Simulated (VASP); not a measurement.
## Br: single point with revPBE

Crystal: Br.

```
CELL_PARAMETERS angstrom
5.14059 -2.29374 0.00000
5.14059 2.29374 0.00000
0.00000 0.00000 8.72430
ATOMIC_POSITIONS crystal
Br 0.87667 0.12333 0.11440
Br 0.62333 0.37667 0.61440
Br 0.12333 0.87667 0.88560
Br 0.37667 0.62333 0.38560
```

* Program: VASP 6.6.1
* Task: single point
* Functional: revPBE
* Potentials or basis: VASP PAW PBE potentials, release 64 (Br)
* Cutoff: 520 eV
* k mesh: 7 × 7 × 4
* Occupations: fermi-dirac, width 0.05 eV
* Spin: no spin polarisation

```
Pressure               : 1.4 GPa
Largest force          : 0.847 eV/Å
Band gap on the k mesh : 1.84 eV
```

Forces on the atoms (eV/Å):
```
Br   0.000  0.458  0.712
Br   0.000 -0.458  0.712
Br   0.000 -0.458 -0.712
Br   0.000  0.458 -0.712
```

Stress tensor (GPa, compression positive):
```
0.05 0.00 0.00
0.00 1.20 0.00
0.00 0.00 3.02
```

Levels at points of the mesh, in eV from the valence-band top:
| k point | band 11 | band 12 | band 13 | band 14 | band 15 | band 16 | band 17 | band 18 |
| --- | --- | --- | --- | --- | --- | --- | --- | --- |
| (0.00, 0.00, 0.00) | -1.07 | -0.68 | -0.19 | 0.00 | 1.84 | 2.55 | 5.31 | 6.54 |
| (0.00, 0.00, 0.50) | -0.77 | -0.77 | -0.31 | -0.31 | 2.10 | 2.10 | 5.89 | 5.89 |

It took 2.4 min on 1 thread of AMD EPYC 9R45 96-Core Processor (Zen 5), on a shared host, peak memory 0.38 GiB.

Caveat: this functional lacks dispersion, which holds the molecules together, so the pressure and a relaxed volume are unreliable; the PAW data sets were made with another functional, which shifts forces and pressure a little; an odd mesh through Γ misses points on the zone boundary, where band edges can lie.
